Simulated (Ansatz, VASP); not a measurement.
One calculation of BaTiO3, two programs

```
Ba Ti O
1.0
     3.97204    0.00000    0.00000
     0.00000    3.97204    0.00000
     0.00000    0.00000    4.11300
Ba Ti O
1 1 3
Direct
  0.50000 0.50000 0.58504
  0.00000 0.00000 0.10316
  0.00000 0.50000 0.06291
  0.50000 0.00000 0.06291
  0.00000 0.00000 0.54597
```

Alike in both runs: task single point; functional PBE; k mesh 6 × 6 × 6; non-collinear spin, spin-orbit coupling.

|  | VASP | Ansatz |
| --- | --- | --- |
| version | VASP 6.6.1 | Ansatz 0.2.0 |
| potentials or method | VASP PAW PBE potentials, release 64 (Ba_sv, Ti_sv, O) | plane waves, PAW |
| plane-wave cutoff (eV) | 520 | 420 |
| occupations | gaussian, width 0.01 eV | fixed |
| valence electrons in the cell | 40 | 40 |

|  | VASP | Ansatz | Ansatz less VASP |
| --- | --- | --- | --- |
| pressure (GPa) | 4.9 | 3.2 | -1.74 |
| traceless stress, the component that is largest in VASP (GPa) | 0.13 | 0.10 | -0.031 |
| rms of the force components (eV/Å) | 0.064 | 0.040 | -0.0235 |
| net moment per atom (μB) | 0.00 | 0.00 | 0.000 |

Atom by atom the forces differ by 0.029 eV/Å (rms over components).
